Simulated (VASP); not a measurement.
# MnS (F-43m) in VASP: a series of runs, part 2 of 2

VASP 6.6.1. The steps go on from the part before.

### Step 4. Single point, PBEsol, collinear spin, ferromagnetic start

File INCAR:

```
ALGO     = Normal         # electronic algorithm
EDIFF    = 1E-6           # SCF threshold, eV
ENCUT    = 680            # plane-wave cutoff, eV
GGA      = PS             # functional
GGA_COMPAT= F            
ISIF     = 2              # what is computed and relaxed
ISMEAR   = -1             # smearing method
ISPIN    = 2              # spin polarisation
LASPH    = T              # aspherical terms in the spheres
LCHARG   = F              # write CHGCAR
LMAXMIX  = 4              # l up to which the mixer works
LORBIT   = 11             # projections on sites
LREAL    = F              # projectors in reciprocal space
LWAVE    = F              # write WAVECAR
MAGMOM   = 3 0            # initial moments
NBANDS   = 22             # bands
NELM     = 200            # most SCF steps
NUPDOWN  = 3.0            # fixed moment
PREC     = Accurate       # precision mode
SIGMA    = 0.05           # smearing width, eV
```

File KPOINTS:

```
k-points
0
Gamma
  8 8 8
```

File POSCAR:

```
MnS
1.0
    0.0000000000      2.4734634191      2.4734634191
    2.4734634191      0.0000000000      2.4734634191
    2.4734634191      2.4734634191      0.0000000000
Mn S
1 1
Direct
    0.0000000000      0.0000000000      0.0000000000
    0.7500000000      0.7500000000      0.7500000000
```

Potentials or basis: VASP PAW PBE potentials, release 64 (Mn_sv, S).

Started as:

```
$ cat potpaw_PBE.64/Mn_sv/POTCAR potpaw_PBE.64/S/POTCAR > POTCAR
$ mpirun -np 1 vasp_std > vasp.out
```

OUTCAR:

```text
EDIFF = 1E-6
   ENCUT = 680
   GGA = PS
   ISIF = 2
   ISMEAR = -1
   ISPIN = 2
   LASPH = T
   LORBIT = 11
   LREAL = F
   NELM = 200
   NUPDOWN = 3.0
   PREC = Accurate

 ion  position               nearest neighbor table
   1  0.000  0.000  0.000-   2 2.14   2 2.14   2 2.14   2 2.14
   2  0.750  0.750  0.750-   1 2.14   1 2.14   1 2.14   1 2.14

  LATTYP: Found a face centered cubic cell.
 ALAT       =     4.9469268382

  Lattice vectors:

[... 1415 lines left out ...]
  external PRESSURE =     174.8331865 kB  Pullay stress =       0.0000000 kB

 VOLUME and BASIS-vectors are now :
 -----------------------------------------------------------------------------
  energy-cutoff  :      680.00
  volume of cell :       30.27
      direct lattice vectors                 reciprocal lattice vectors
     0.000000000  2.473463419  2.473463419    -0.202145702  0.202145702  0.202145702
     2.473463419  0.000000000  2.473463419     0.202145702 -0.202145702  0.202145702
     2.473463419  2.473463419  0.000000000     0.202145702  0.202145702 -0.202145702

 POSITION                                       TOTAL-FORCE (eV/Angst)
 -----------------------------------------------------------------------------------
      0.00000      0.00000      0.00000        -0.000000     -0.000000     -0.000000
      3.71020      3.71020      3.71020         0.000000      0.000000      0.000000
 -----------------------------------------------------------------------------------
    total drift:                                0.000000      0.000000      0.000000

  FREE ENERGIE OF THE ION-ELECTRON SYSTEM (eV)
  ---------------------------------------------------
  free  energy   TOTEN  =       -14.5359860682 eV

  energy  without entropy=      -14.5165760790  energy(sigma->0) =      -14.52628107

 total charge

# of ion       s       p       d       tot
------------------------------------------
    1        2.210   6.071   4.798  13.079
    2        1.322   2.470   0.000   3.792
--------------------------------------------------
tot          3.532   8.541   4.798  16.871

 magnetization (x)

# of ion       s       p       d       tot
------------------------------------------
    1        0.032   0.027   2.573   2.632
    2        0.002  -0.020   0.000  -0.018
--------------------------------------------------
tot          0.034   0.007   2.573   2.614
```

OSZICAR:

```text
N       E                     dE             d eps       ncg     rms          rms(c)
DAV:   1     0.290362829181E+03    0.29036E+03   -0.12384E+04  2728   0.137E+03
DAV:   2     0.304428270793E+01   -0.28732E+03   -0.27128E+03  2600   0.418E+02
DAV:   3    -0.144439888771E+02   -0.17488E+02   -0.17164E+02  3360   0.117E+02
DAV:   4    -0.158933780656E+02   -0.14494E+01   -0.14291E+01  4520   0.270E+01
DAV:   5    -0.159045720493E+02   -0.11194E-01   -0.11189E-01  3242   0.247E+00    0.164E+01
DAV:   6    -0.153548303456E+02    0.54974E+00   -0.13390E+01  3610   0.603E+01    0.182E+01
DAV:   7    -0.145345042662E+02    0.82033E+00   -0.30187E+00  3408   0.337E+01    0.720E+00
DAV:   8    -0.145383245833E+02   -0.38203E-02   -0.84009E-02  3406   0.234E+00    0.373E+00
DAV:   9    -0.145364106681E+02    0.19139E-02   -0.17765E-02  4864   0.139E+00    0.950E-01
DAV:  10    -0.145359830515E+02    0.42762E-03   -0.33305E-03  4116   0.866E-01    0.198E-01
DAV:  11    -0.145359824827E+02    0.56876E-06   -0.21387E-04  3510   0.133E-01    0.111E-01
DAV:  12    -0.145359854088E+02   -0.29261E-05   -0.36342E-05  3692   0.887E-02    0.743E-02
DAV:  13    -0.145359852299E+02    0.17896E-06   -0.10149E-05  4024   0.389E-02    0.269E-02
DAV:  14    -0.145359860682E+02   -0.83827E-06   -0.37760E-06  3376   0.257E-02
   1 F= -.14535986E+02 E0= -.14526281E+02  d E =-.194100E-01  mag=     3.0000
```

It took 48 s on 1 thread of Intel Xeon Platinum 8488C (Sapphire Rapids), shared host; peak memory 0.21 GiB.

Results:

* Free energy: -14.5360 eV
* Pressure: 17.5 GPa
* Net moment: 3.00 μB per cell
* Site moments: Mn +2.63; S -0.02 μB
* Valence electrons inside the program's atomic spheres: Mn 13.08; S 3.79

Caveat: the cell stands under pressure; the PAW data sets were made with another functional, which shifts forces and pressure a little; the total moment is fixed, so each spin has its own Fermi level and the state may be an excited one; a cell with one magnetic atom can't hold antiferromagnetic order, which such compounds often take.

### Step 5. Single point, PBE, collinear spin, ferromagnetic start

File INCAR:

```
PREC = Accurate
ENCUT = 680
EDIFF = 1E-6
ISMEAR = -1
SIGMA = 0.05
LREAL = F
LASPH = T
NELM = 200
ALGO = Normal
ISIF = 2
LWAVE = F
LCHARG = T
ISPIN = 2
MAGMOM = 2 0
LORBIT = 11
NUPDOWN = 2.0
LMAXMIX = 4
GGA = PE
LELF = T
LVHAR = T
NBANDS = 22
GGA_COMPAT = F
```

File KPOINTS:

```
regular mesh
0
Gamma
  8 8 8
```

POSCAR is that of step 4.

Potentials or basis: VASP PAW PBE potentials, release 64 (Mn_sv, S).

Started as:

```
$ cat potpaw_PBE.64/Mn_sv/POTCAR potpaw_PBE.64/S/POTCAR > POTCAR
$ mpirun -np 1 vasp_std > vasp.out
```

OUTCAR:

```text
PREC = Accurate
   ENCUT = 680
   EDIFF = 1E-6
   ISMEAR = -1
   LREAL = F
   LASPH = T
   NELM = 200
   ISIF = 2
   ISPIN = 2
   LORBIT = 11
   NUPDOWN = 2.0
   GGA = PE

 ion  position               nearest neighbor table
   1  0.000  0.000  0.000-   2 2.14   2 2.14   2 2.14   2 2.14
   2  0.750  0.750  0.750-   1 2.14   1 2.14   1 2.14   1 2.14

  LATTYP: Found a face centered cubic cell.
 ALAT       =     4.9469268382

  Lattice vectors:

 A1 = (   0.0000000000,   2.4734634191,   2.4734634191)
 A2 = (   2.4734634191,   0.0000000000,   2.4734634191)
 A3 = (   2.4734634191,   2.4734634191,   0.0000000000)

Analysis of symmetry for initial positions (statically):
=====================================================================
 Subroutine PRICEL returns:
 Original cell was already a primitive cell.

 Routine SETGRP: Setting up the symmetry group for a
 face centered cubic supercell.

[... 797 lines left out ...]
      3     -38.0189      1.00000
      4     -38.0189      1.00000
      5      -6.5491      1.00000
      6       4.2619      1.00000
[... 589 lines left out ...]
     21      27.6465      0.00000
     22      29.6966      0.00000

 [... further k-points ...]

------------------------ aborting loop because EDIFF is reached ----------------------------------------

  FORCE on cell =-STRESS in cart. coord.  units (eV):
  Direction    XX          YY          ZZ          XY          YZ          ZX
  --------------------------------------------------------------------------------------
  -------------------------------------------------------------------------------------
  Total        2.3240573      2.3240573      2.3240573      0.0000000      0.0000000     -0.0000000
  in kB      123.0299783    123.0299783    123.0299783      0.0000000      0.0000000     -0.0000000
  external PRESSURE =     123.0299783 kB  Pullay stress =       0.0000000 kB

 VOLUME and BASIS-vectors are now :
 -----------------------------------------------------------------------------
  energy-cutoff  :      680.00
  volume of cell :       30.27
      direct lattice vectors                 reciprocal lattice vectors
     0.000000000  2.473463419  2.473463419    -0.202145702  0.202145702  0.202145702
     2.473463419  0.000000000  2.473463419     0.202145702 -0.202145702  0.202145702
     2.473463419  2.473463419  0.000000000     0.202145702  0.202145702 -0.202145702

 POSITION                                       TOTAL-FORCE (eV/Angst)
 -----------------------------------------------------------------------------------
      0.00000      0.00000      0.00000        -0.000000     -0.000000     -0.000000
      3.71020      3.71020      3.71020         0.000000      0.000000      0.000000
 -----------------------------------------------------------------------------------
    total drift:                                0.000000      0.000000      0.000000

  FREE ENERGIE OF THE ION-ELECTRON SYSTEM (eV)
  ---------------------------------------------------
  free  energy   TOTEN  =       -13.5987537986 eV

  energy  without entropy=      -13.5745765923  energy(sigma->0) =      -13.58666520

 total charge

# of ion       s       p       d       tot
------------------------------------------
    1        2.208   6.061   4.838  13.106
    2        1.327   2.455   0.000   3.781
--------------------------------------------------
tot          3.534   8.515   4.838  16.887

 magnetization (x)

# of ion       s       p       d       tot
------------------------------------------
    1        0.025   0.015   1.788   1.828
    2       -0.000  -0.050   0.000  -0.050
--------------------------------------------------
tot          0.025  -0.035   1.788   1.777
```

Run time: 39 s. Hardware: 1 thread of AMD EPYC 9R45 (Zen 5), shared host; peak memory 0.18 GiB.

What came out:

```yaml
Free_energy: -13.5988 eV
Pressure: 12.3 GPa
Net_moment: 2.00 μB per cell
Site_moments: Mn +1.83; S -0.05 μB
Valence_electrons_inside_the_program's_atomic_spheres: Mn 13.11; S 3.78
```

Caveat: the cell stands under pressure; the total moment is fixed, so each spin has its own Fermi level and the state may be an excited one; a cell with one magnetic atom can't hold antiferromagnetic order, which such compounds often take.

### Step 6. The runs side by side

```tsv
level	fixed moment (μB)	pressure (GPa)	moment (μB)
PBE	3.0	23.0	3.00
PBEsol	3.0	17.5	3.00
PBE	2.0	12.3	2.00
```

Alike in all rows: task single point; potentials or basis VASP PAW PBE potentials, release 64 (Mn_sv, S); spin collinear, ferromagnetic start; cell as given; k mesh 8 × 8 × 8; cutoff (eV) 680; smearing fermi-dirac 0.05 eV.

The pressure there spans 12.3 GPa (PBE) to 23.0 GPa (PBE); a positive pressure means that this level wants a larger cell, a negative one a smaller.

Caveats: the cell stands under pressure; the total moment is fixed, so each spin has its own Fermi level and the state may be an excited one; a cell with one magnetic atom can't hold antiferromagnetic order, which such compounds often take; the PAW data sets were made with another functional, which shifts forces and pressure a little (at least some runs).

Absolute energies hang on the potentials; compare differences alone.
